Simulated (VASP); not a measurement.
Nb16H (a cell with a defect), 17 atoms in the cell. The cell holds a defect, 17 atoms: a = 6.600 Å, b = 6.600 Å, c = 6.600 Å, α = 90.00°, β = 90.00°, γ = 90.00°. 

| Property | Result |
| --- | --- |
| Program | VASP 6.6.1 |
| Task | single point |
| Functional | PBE |
| Potentials or basis | VASP PAW PBE potentials, release 64 (Nb_sv, H) |
| Cutoff | 520 eV |
| k mesh | 3 × 3 × 3 |
| Occupations | fermi-dirac, width 0.05 eV |
| Spin | no spin polarisation |
| Dipole correction | no |
| Further INCAR settings | LREAL = Auto; ALGO = Normal; EDIFF = 1e-06; NBANDS = 118 |

Potentials or basis: VASP PAW PBE potentials, release 64 (Nb_sv, H).

Launch:

```sh
$ cat potpaw_PBE.64/Nb_sv/POTCAR potpaw_PBE.64/H/POTCAR > POTCAR
$ mpirun -np 1 vasp_std > vasp.out
```

Hardware: 1 thread of Intel(R) Xeon(R) Platinum 8259CL CPU @ 2.50GHz (Skylake/Cascade Lake), with other jobs on the host.

**Question.** How long does it take, and how much memory?

**Answer.** Run time: 20 min on 1 thread of Intel(R) Xeon(R) Platinum 8259CL CPU @ 2.50GHz (Skylake/Cascade Lake), on a shared host, peak memory 0.52 GiB. Counts: scf iterations 18, k points 14.
